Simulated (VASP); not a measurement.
# NbAl2N3 (P-3m1) in VASP: further runs, part 3 of 3

VASP 6.6.1.

### 6 Single point, PBE

This run uses another cell than the first one, of 9.27 Å³/atom, 0.826 times its volume.

INCAR reads:

```
PREC = Accurate
ENCUT = 600
EDIFF = 1E-6
ISMEAR = 0
SIGMA = 0.15
LREAL = F
LASPH = T
NELM = 120
ALGO = Normal
ISIF = 2
LWAVE = F
LCHARG = F
GGA = PE
NBANDS = 26
GGA_COMPAT = F
```

KPOINTS reads:

```
Automatic mesh
0
Gamma
  4 4 2
```

POSCAR reads:

```
NbAl2N3
1.0
    2.9073979514      0.0000000027      0.0000000000
   -1.4536989780      2.5178804835      0.0000000000
    0.0000000000      0.0000000000      7.5960771956
Al Nb N
2 1 3
Direct
    0.3333333333      0.6666666667      0.6550348436
    0.6666666667      0.3333333333      0.3449651564
    0.0000000000      0.0000000000      0.0000000000
    0.6666666667      0.3333333333      0.8036533057
    0.3333333333      0.6666666667      0.1963466943
    0.0000000000      0.0000000000      0.5000000000
```

Potentials or basis: VASP PAW PBE potentials, release 64 (Al, Nb_sv, N).

Started as:

```
> cat potpaw_PBE.64/Al/POTCAR potpaw_PBE.64/Nb_sv/POTCAR potpaw_PBE.64/N/POTCAR > POTCAR
> mpirun -np 1 vasp_std > vasp.out
```

OUTCAR:

```text
PREC = Accurate
   ENCUT = 600
   EDIFF = 1E-6
   ISMEAR = 0
   LREAL = F
   LASPH = T
   NELM = 120
   ISIF = 2
   GGA = PE

 ion  position               nearest neighbor table
   1  0.333  0.667  0.655-   4 2.02   4 2.02   4 2.02   6 2.05   6 2.05   6 2.05   2 2.89   2 2.89
                             2 2.89   3 3.11   3 3.11   3 3.11
   2  0.667  0.333  0.345-   5 2.02   5 2.02   5 2.02   6 2.05   6 2.05   6 2.05   1 2.89   1 2.89
                             1 2.89   3 3.11   3 3.11   3 3.11
   3  0.000  0.000  0.000-   4 2.25   5 2.25   4 2.25   5 2.25   4 2.25   5 2.25   1 3.11   2 3.11
                             1 3.11   2 3.11   2 3.11   1 3.11
   4  0.667  0.333  0.804-   1 2.02   1 2.02   1 2.02   3 2.25   3 2.25   3 2.25
   5  0.333  0.667  0.196-   2 2.02   2 2.02   2 2.02   3 2.25   3 2.25   3 2.25
   6  0.000  0.000  0.500-   1 2.05   2 2.05   2 2.05   1 2.05   2 2.05   1 2.05

  LATTYP: Found a hexagonal cell.
 ALAT       =     2.9073979514
 C/A-ratio  =     2.6126719914

  Lattice vectors:

 A1 = (   2.9073979514,   0.0000000027,   0.0000000000)
 A2 = (  -1.4536989780,   2.5178804835,   0.0000000000)
 A3 = (   0.0000000000,   0.0000000000,   7.5960771956)

Analysis of symmetry for initial positions (statically):
=====================================================================
 Subroutine PRICEL returns:
 Original cell was already a primitive cell.

 Routine SETGRP: Setting up the symmetry group for a
 hexagonal supercell.

 Subroutine GETGRP returns: Found 12 space group operations
 (whereof 12 operations were pure point group operations)
 out of a pool of 24 trial point group operations.

The static configuration has the point symmetry D_3d.

Analysis of symmetry for dynamics (positions and initial velocities):
=====================================================================
 Subroutine PRICEL returns:
 Original cell was already a primitive cell.

[... 120 lines left out ...]
  Fermi-wavevector in a.u.,A,eV,Ry     =   1.389499  2.625772 26.268859  1.930707
  Thomas-Fermi vector in A             =   2.513524
   LORBIT       =      0    0 simple, 1 ext, 2 COOP (PROOUT), +10 PAW based schemes
   GGA     = PE    functional components
   LHFCALC =     F    Hartree Fock is set to
   AEXX    =    0.0000 exact exchange contribution
   IVDW    =     0    specifies the selected vdW correction
   LEPSILON=     F    determine dielectric tensor
   LRPA    =     F    only Hartree local field effects (RPA)
 non-spin polarized calculation
 Gauss-broadening in eV      SIGMA  =   0.15
  energy-cutoff  :      600.00
  volume of cell :       55.61
 maximum number of plane-waves:      1880
 NGX is ok and might be reduce to    24

 number of electron      34.0000001 magnetization

 Free energy of the ion-electron system (eV)
  ---------------------------------------------------
  ext. energy  EPLUGINS =         0.00000000
  ---------------------------------------------------
  free energy    TOTEN  =       -49.24686747 eV

  energy without entropy =      -49.24571320  energy(sigma->0) =      -49.24629033

 E-fermi :  11.8645     XC(G=0): -12.5910

 val. band max:       11.5904677220   @ k =   0.2500   0.2500   0.5000
 cond. band min:      12.1417894978   @ k =   0.2500   0.2500   0.0000
 fundamental gap:      0.5513217758
 Fermi energy:        11.8644748718

 k-point     1 :       0.0000    0.0000    0.0000
  band No.  band energies     occupation
      1     -44.0272      2.00000
      2     -20.3029      2.00000
      3     -19.4685      2.00000
      4     -19.4685      2.00000
      5      -6.4789      2.00000
      6      -4.5613      2.00000
[... 221 lines left out ...]
     25      20.1632      0.00000
     26      21.0146      0.00000

------------------------ aborting loop because EDIFF is reached ----------------------------------------

  FORCE on cell =-STRESS in cart. coord.  units (eV):
  Direction    XX          YY          ZZ          XY          YZ          ZX
  --------------------------------------------------------------------------------------
  -------------------------------------------------------------------------------------
  Total       -0.3404286     -0.3404286     -0.3003193     -0.0000000      0.0000000     -0.0000000
  in kB       -9.8086135     -9.8086135     -8.6529634     -0.0000000      0.0000000     -0.0000000
  external PRESSURE =      -9.4233968 kB  Pullay stress =       0.0000000 kB

 VOLUME and BASIS-vectors are now :
 -----------------------------------------------------------------------------
  energy-cutoff  :      600.00
  volume of cell :       55.61
      direct lattice vectors                 reciprocal lattice vectors
     2.907397951  0.000000003  0.000000000     0.343950163  0.198579720  0.000000000
    -1.453698978  2.517880483  0.000000000    -0.000000000  0.397159439  0.000000000
     0.000000000  0.000000000  7.596077196     0.000000000  0.000000000  0.131646898

 POSITION                                       TOTAL-FORCE (eV/Angst)
 -----------------------------------------------------------------------------------
     -0.00000      1.67859      4.97570        -0.000000     -0.000000     -0.024845
      1.45370      0.83929      2.62038         0.000000      0.000000      0.024845
      0.00000      0.00000      0.00000        -0.000000     -0.000000      0.000000
      1.45370      0.83929      6.10461         0.000000     -0.000000      0.016036
     -0.00000      1.67859      1.49146        -0.000000      0.000000     -0.016036
      0.00000      0.00000      3.79804        -0.000000     -0.000000      0.000000
 -----------------------------------------------------------------------------------
    total drift:                               -0.000000      0.000000     -0.000000

  FREE ENERGIE OF THE ION-ELECTRON SYSTEM (eV)
  ---------------------------------------------------
  free  energy   TOTEN  =       -49.2468674686 eV

  energy  without entropy=      -49.2457132011  energy(sigma->0) =      -49.24629033
```

Run time: 7.4 s. Hardware: 1 thread of Intel Xeon 6975P-C (Granite Rapids), shared host; peak memory 0.18 GiB.

What came out:

- Free energy: -49.2469 eV
- Pressure: -0.9 GPa
- Largest force: 0.025 eV/Å
- Band gap on the k mesh: 0.55 eV, indirect (least direct gap 0.65 eV)

Forces in eV/Å, atoms in the order of the input:
```
Al   0.000  0.000 -0.025
Al   0.000  0.000  0.025
Nb   0.000  0.000  0.000
N    0.000  0.000  0.016
N    0.000  0.000 -0.016
N    0.000  0.000  0.000
```

Stress tensor (GPa, compression positive):
```
-0.98  0.00  0.00
 0.00 -0.98  0.00
 0.00  0.00 -0.87
```

Caveat: the k points lie up to 0.62 Å⁻¹ apart.

### 7 Overview

```tsv
task	cell	cutoff (eV)	gap on the mesh (eV)	pressure (GPa)	largest force (eV/Å)
single point	a = 3.082, b = 3.082, c = 8.187 Å, angles 90.0, 90.0, 120.0°, 6 atoms	520	none	-0.3	0.06
relaxation of cell and atoms	relaxed from a = 3.126, b = 3.126, c = 7.914 Å, angles 90.0, 90.0, 120.0°, 6 atoms	600	none	0.1	0.01
single point	a = 2.908, b = 2.908, c = 7.596 Å, angles 90.0, 90.0, 120.0°, 6 atoms	600	0.56	-1.0	0.06
single point	a = 2.905, b = 2.905, c = 7.593 Å, angles 90.0, 90.0, 120.0°, 6 atoms	600	0.55	-0.5	0.01
single point	a = 2.907, b = 2.907, c = 7.596 Å, angles 90.0, 90.0, 120.0°, 6 atoms	600	0.55	-0.9	0.02
```

Some of these runs hold the atoms at other places in the same cell, which the table doesn't show; runs alike in all that it shows share one row.

Alike in all rows: level PBE; potentials or basis VASP PAW PBE potentials, release 64 (Al, Nb_sv, N); no spin polarisation; k mesh 4 × 4 × 2; smearing gaussian 0.15 eV.

Caveats: all runs use coarse meshes; the relaxation stopped at a loose force limit of 0.08 eV/Å, so its end isn't a converged minimum (some runs).

Absolute energies hang on the potentials; compare differences alone.
